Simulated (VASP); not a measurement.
# TiAl2O4 (P-6m2) in VASP: single point with PBE

Aim: the single point of TiAl2O4 with PBE.

Everything below comes from runs of VASP 6.6.1. Logs are shortened: lines on timing, memory, paths and dates and some standing lists are left out, and cuts for length are marked.

## 1. The cell of the first run

Symmetry: P-6m2, No. 187, hexagonal system. Conventional cell: a = 3.149 Å, b = 3.149 Å, c = 8.683 Å, α = 90.00°, β = 90.00°, γ = 120.00°. Ti (site symmetry -6m2) has 5 O at 1.82 to 2.30 Å within 2.4 Å. Within 2.7 Å of Al (site symmetry 3m) lie 6 O at 1.95 to 2.26 Å and 1 Al at 2.67 Å. Within 2.4 Å of O (site symmetry -6m2) lie 3 Ti at 1.82 Å. Within 3.0 Å of O (site symmetry -6m2) lie 6 Al at 2.26 Å and 6 O at 2.73 Å. Within 2.6 Å of O (site symmetry 3m) lie 3 Al at 1.95 Å and 1 Ti at 2.30 Å.

## 2. Single point, PBE

The input, POSCAR:

```
TiAl2O4
1.0
    3.1488157994      0.0000000000      0.0000000000
   -1.5744078997      2.7269544741      0.0000000000
    0.0000000000      0.0000000000      8.6834961177
Ti Al O
1 2 4
Direct
    0.0000000000      0.0000000000      0.5000000000
    0.6666666667      0.3333333333      0.1539722390
    0.6666666667      0.3333333333      0.8460277610
    0.6666666667      0.3333333333      0.5000000000
    0.3333333333      0.6666666667      0.0000000000
    0.0000000000      0.0000000000      0.2352364730
    0.0000000000      0.0000000000      0.7647635270
```

The input, INCAR.step1:

```
ALGO = Normal
EDIFF = 1E-7
ENCUT = 520
GGA = PE
ISIF = 2
ISMEAR = 0
LASPH = T
LCHARG = T
LMAXMIX = 4
LREAL = F
LWAVE = F
NBANDS = 30
NELM = 80
PREC = Accurate
SIGMA = 0.1
```

The input, KPOINTS.step1:

```
k-points
0
Gamma
  12 12 6
```

The input, INCAR.step2:

```
ALGO = Normal
EDIFF = 1E-7
ENCUT = 520
GGA = PE
ICHARG = 11
ISIF = 2
ISMEAR = -5
LASPH = T
LCHARG = F
LMAXMIX = 4
LORBIT = 11
LREAL = F
LWAVE = F
NEDOS = 1001
NELM = 80
PREC = Accurate
SIGMA = 0.1
```

The input, KPOINTS.step2:

```
k-points
0
Gamma
  18 18 9
```

Potentials or basis: VASP PAW PBE potentials, release 64 (Ti_sv, Al, O).

Run with:

```sh
> cat potpaw_PBE.64/Ti_sv/POTCAR potpaw_PBE.64/Al/POTCAR potpaw_PBE.64/O/POTCAR > POTCAR
> cp INCAR.step1 INCAR
> cp KPOINTS.step1 KPOINTS
> mpirun -np 1 vasp_std > vasp.out
> cp INCAR.step2 INCAR
> cp KPOINTS.step2 KPOINTS
> mpirun -np 1 vasp_std > vasp.out
```

OUTCAR:

```text
EDIFF = 1E-7
   ENCUT = 520
   GGA = PE
   ICHARG = 11
   ISIF = 2
   ISMEAR = -5
   LASPH = T
   LORBIT = 11
   LREAL = F
   NELM = 80
   PREC = Accurate

 ion  position               nearest neighbor table
   1  0.000  0.000  0.500-   4 1.82   4 1.82   4 1.82   7 2.30   6 2.30
   2  0.667  0.333  0.154-   6 1.95   6 1.95   6 1.95   5 2.26   5 2.26   5 2.26   3 2.67
   3  0.667  0.333  0.846-   7 1.95   7 1.95   7 1.95   5 2.26   5 2.26   5 2.26   2 2.67
   4  0.667  0.333  0.500-   1 1.82   1 1.82   1 1.82
   5  0.333  0.667  0.000-   2 2.26   3 2.26   2 2.26   3 2.26   2 2.26   3 2.26
   6  0.000  0.000  0.235-   2 1.95   2 1.95   2 1.95   1 2.30
   7  0.000  0.000  0.765-   3 1.95   3 1.95   3 1.95   1 2.30

  LATTYP: Found a hexagonal cell.
 ALAT       =     3.1488157994
 C/A-ratio  =     2.7577021556

  Lattice vectors:

 A1 = (   3.1488157994,   0.0000000000,   0.0000000000)
 A2 = (  -1.5744078997,   2.7269544741,   0.0000000000)
 A3 = (   0.0000000000,   0.0000000000,   8.6834961177)

Analysis of symmetry for initial positions (statically):
=====================================================================
 Subroutine PRICEL returns:
 Original cell was already a primitive cell.

 Routine SETGRP: Setting up the symmetry group for a
 hexagonal supercell.

 Subroutine GETGRP returns: Found 12 space group operations
 (whereof 12 operations were pure point group operations)
 out of a pool of 24 trial point group operations.

The static configuration has the point symmetry D_3h.

Analysis of symmetry for dynamics (positions and initial velocities):
=====================================================================
 Subroutine PRICEL returns:
 Original cell was already a primitive cell.

 Routine SETGRP: Setting up the symmetry group for a
 hexagonal supercell.

 Subroutine GETGRP returns: Found 12 space group operations
 (whereof 12 operations were pure point group operations)
 out of a pool of 24 trial point group operations.

The dynamic configuration has the point symmetry D_3h.

 Subroutine INISYM returns: Found 12 space group operations
 (whereof 12 operations are pure point group operations),
 and found     1 'primitive' translations

----------------------------------------------------------------------------------------

                                     Primitive cell

  volume of cell :      74.5624

  direct lattice vectors                    reciprocal lattice vectors
     3.148815799  0.000000000  0.000000000     0.317579707  0.183354730  0.000000000
    -1.574407900  2.726954474  0.000000000     0.000000000  0.366709459  0.000000000
     0.000000000  0.000000000  8.683496118     0.000000000  0.000000000  0.115160989

  length of vectors
     3.148815799  3.148815799  8.683496118     0.366709459  0.366709459  0.115160989

  position of ions in fractional coordinates (direct lattice)
     0.000000000  0.000000000  0.500000000
     0.666666667  0.333333333  0.153972239
     0.666666667  0.333333333  0.846027761
     0.666666667  0.333333333  0.500000000
     0.333333333  0.666666667  0.000000000
     0.000000000  0.000000000  0.235236473
     0.000000000  0.000000000  0.764763527

  ion indices of the primitive-cell ions
   primitive index   ion index
                 1           1
                 2           2
                 3           3
                 4           4
                 5           5
                 6           6
                 7           7

----------------------------------------------------------------------------------------

 KPOINTS: k-points

Automatic generation of k-mesh.
 Grid dimensions read from file:
 generate k-points for:   18   18    9

 Generating k-lattice:

  Cartesian coordinates                     Fractional coordinates (reciprocal lattice)
     0.017643317  0.010186374  0.000000000     0.055555556 -0.000000000  0.000000000
     0.000000000  0.020372748  0.000000000     0.000000000  0.055555556  0.000000000
     0.000000000  0.000000000  0.012795665     0.000000000  0.000000000  0.111111111

  Length of vectors
     0.020372748  0.020372748  0.012795665

  Shift w.r.t. Gamma in fractional coordinates (k-lattice)
     0.000000000  0.000000000  0.000000000

 TETIRR: Found   2805 inequivalent tetrahedra from    17496

 Subroutine IBZKPT returns following result:
 ===========================================

 Found    185 irreducible k-points:

 Following reciprocal coordinates:
            Coordinates               Weight
  0.000000  0.000000  0.000000      1.000000
  0.055556 -0.000000  0.000000      6.000000
  0.111111 -0.000000  0.000000      6.000000
  0.166667  0.000000  0.000000      6.000000
  0.222222 -0.000000  0.000000      6.000000
  0.277778  0.000000  0.000000      6.000000
[... 16 lines left out ...]
  0.333333  0.111111  0.000000     12.000000
  0.388889  0.111111  0.000000     12.000000
 [... further k-points ...]
   k-points           NKPTS =    185   k-points in BZ     NKDIM =    185   number of bands    NBANDS=     25
   number of dos      NEDOS =   1001   number of ions     NIONS =      7
   total plane-waves  NPLWV =  40320
   dimension x,y,z NGX =    24 NGY =   24 NGZ =   70
   dimension x,y,z NGXF=    48 NGYF=   48 NGZF=  140
   ions per type =               1   2   4
   NGX,Y,Z   is equivalent  to a cutoff of  12.67, 12.67, 13.40 a.u.
   NGXF,Y,Z  is equivalent  to a cutoff of  25.34, 25.34, 26.80 a.u.
 SYSTEM =  unknown system
   PREC   = accura    normal or accurate (medium, high low for compatibility)
   ISTART =      0    job   : 0-new  1-cont  2-samecut
   ICHARG =     11    charge: 1-file 2-atom 10-const
   ISPIN  =      1    spin polarized calculation?
   LNONCOLLINEAR =      F non collinear calculations
   LSORBIT =      F    spin-orbit coupling
   LASPH  =      T    aspherical Exc in radial PAW
   ENCUT  =  520.0 eV  38.22 Ry    6.18 a.u.   5.85  5.85 16.15*2*pi/ulx,y,z
   NELM   =     80;   NELMIN=  2; NELMDL=  0     # of ELM steps
   EDIFF  = 0.1E-06   stopping-criterion for ELM
   LREAL  =      F    real-space projection
   EDIFFG = 0.1E-05   stopping-criterion for IOM
   NSW    =      0    number of steps for IOM
   IBRION =     -1    ionic relax: 0-MD 1-quasi-New 2-CG
   NFREE  =      0    steps in history (QN), initial steepest desc. (CG)
   ISIF   =      2    stress and relaxation
   ISYM   =      2    0-nonsym 1-usesym 2-fastsym
   POTIM  = 0.5000    time-step for ionic-motion
   TEBEG  =    0.0;   TEEND  =   0.0 temperature during run
   PSTRESS=    0.0 pullay stress
   NELECT =      42.0000    total number of electrons
   NUPDOWN=      -1.0000    fix difference up-down
   EMIN   =  10.00;   EMAX   =-10.00  energy-range for DOS
   EFERMI =   0.00;   METHOD = LEGACY
   ISMEAR =    -5;   SIGMA  =   0.10  broadening in eV -4-tet -1-fermi 0-gaus
   EFERMI_NEDOS =   21; number of points for ismear=-14 and -15
   IALGO  =     38    algorithm
   IMIX   =      4    mixing-type and parameters
     AMIX     =   0.40;   BMIX     =  1.00
     AMIX_MAG =   1.60;   BMIX_MAG =  1.00
  volume/ion in A,a.u.               =      10.65        71.88
  Fermi-wavevector in a.u.,A,eV,Ry     =   1.352025  2.554957 24.871058  1.827971
  Thomas-Fermi vector in A             =   2.479398
   LORBIT       =     11    0 simple, 1 ext, 2 COOP (PROOUT), +10 PAW based schemes
   GGA     = PE    functional components
   LHFCALC =     F    Hartree Fock is set to
   AEXX    =    0.0000 exact exchange contribution
   IVDW    =     0    specifies the selected vdW correction
   LEPSILON=     F    determine dielectric tensor
   LRPA    =     F    only Hartree local field effects (RPA)
 non-spin polarized calculation
 Fermi weights with tetrahedron method with Bloechl corrections
  energy-cutoff  :      520.00
  volume of cell :       74.56
 maximum number of plane-waves:      2028
 NGX is ok and might be reduce to    24

 number of electron      41.9999984 magnetization

 Free energy of the ion-electron system (eV)
  ---------------------------------------------------
  ext. energy  EPLUGINS =         0.00000000
  ---------------------------------------------------
  free energy    TOTEN  =       -51.62068750 eV

  energy without entropy =      -51.62068750  energy(sigma->0) =      -51.62068750

 E-fermi :   9.5886     XC(G=0): -11.0658

 val. band max:        9.5846609095   @ k =   0.4444  -0.0000   0.3333
 cond. band min:       9.5841836050   @ k =   0.2222   0.0556   0.2222
 fundamental gap:     -0.0004773045
 Fermi energy:         9.5885971768

 k-point     1 :       0.0000    0.0000    0.0000
  band No.  band energies     occupation
      1     -48.3925      2.00000
      2     -24.7881      2.00000
      3     -24.6159      2.00000
      4     -24.6159      2.00000
      5     -13.3215      2.00000
      6     -12.6888      2.00000
[... 17 lines left out ...]
     24      10.3696      0.00000
     25      10.4385      0.00000

 k-point     2 :       0.0556   -0.0000    0.0000
  band No.  band energies     occupation
      1     -48.3910      2.00000
      2     -24.7866      2.00000
      3     -24.6359      2.00000
      4     -24.6194      2.00000
      5     -13.2947      2.00000
      6     -12.6713      2.00000
[... 17 lines left out ...]
     24      10.3737      0.00000
     25      10.5484      0.00000
[... 586 lines left out ...]
     24      10.9176      0.00000
     25      11.8542      0.00000

 k-point    24 :       0.3889    0.1111    0.0000
  band No.  band energies     occupation
      1     -48.3405      2.00000
      2     -25.2056      2.00000
      3     -24.7595      2.00000
      4     -24.7375      2.00000
      5     -12.2122      2.00000
      6     -12.0457      2.00000
[... 17 lines left out ...]
     24      10.9065      0.00000
     25      12.0241      0.00000

 [... further k-points ...]

------------------------ aborting loop because EDIFF is reached ----------------------------------------

  FORCE on cell =-STRESS in cart. coord.  units (eV):
  Direction    XX          YY          ZZ          XY          YZ          ZX
  --------------------------------------------------------------------------------------
  -------------------------------------------------------------------------------------
  Total        0.1154298      0.1154298      0.3854668      0.0000000      0.0000000      0.0000000
  in kB        2.4803264      2.4803264      8.2828113      0.0000000      0.0000000      0.0000000
  external PRESSURE =       4.4144880 kB  Pullay stress =       0.0000000 kB

 VOLUME and BASIS-vectors are now :
 -----------------------------------------------------------------------------
  energy-cutoff  :      520.00
  volume of cell :       74.56
      direct lattice vectors                 reciprocal lattice vectors
     3.148815799  0.000000000  0.000000000     0.317579707  0.183354730  0.000000000
    -1.574407900  2.726954474  0.000000000     0.000000000  0.366709459  0.000000000
     0.000000000  0.000000000  8.683496118     0.000000000  0.000000000  0.115160989

 POSITION                                       TOTAL-FORCE (eV/Angst)
 -----------------------------------------------------------------------------------
      0.00000      0.00000      4.34175         0.000000      0.000000      0.000000
      1.57441      0.90898      1.33702         0.000000     -0.000000      0.051077
      1.57441      0.90898      7.34648         0.000000      0.000000     -0.051077
      1.57441      0.90898      4.34175        -0.000000      0.000000      0.000000
     -0.00000      1.81797      0.00000        -0.000000      0.000000      0.000000
      0.00000      0.00000      2.04268         0.000000      0.000000     -0.032354
      0.00000      0.00000      6.64082         0.000000      0.000000      0.032354
 -----------------------------------------------------------------------------------
    total drift:                                0.000409     -0.000236      0.000000

  FREE ENERGIE OF THE ION-ELECTRON SYSTEM (eV)
  ---------------------------------------------------
  free  energy   TOTEN  =       -51.6206875031 eV

  energy  without entropy=      -51.6206875031  energy(sigma->0) =      -51.62068750

 total charge

# of ion       s       p       d       tot
------------------------------------------
    1        2.196   6.242   2.190  10.628
    2        0.329   0.303   0.000   0.631
    3        0.329   0.303   0.000   0.631
    4        1.584   3.582   0.000   5.166
    5        1.590   3.383   0.000   4.972
    6        1.556   3.521   0.000   5.077
    7        1.556   3.521   0.000   5.077
--------------------------------------------------
tot          9.139  20.854   2.190  32.183
```

Run time: 2.3 min. Hardware: 1 thread of Intel Xeon 6975P-C (Granite Rapids), shared host; peak memory 0.42 GiB.

Results:

* Valence electrons inside the program's atomic spheres: Ti 10.63; Al 0.63; O 5.17, 4.97, 5.08 (each value once)

Caveat: semilocal functionals often make such compounds metallic where correlation or magnetic order opens a gap, which also shifts bond lengths.
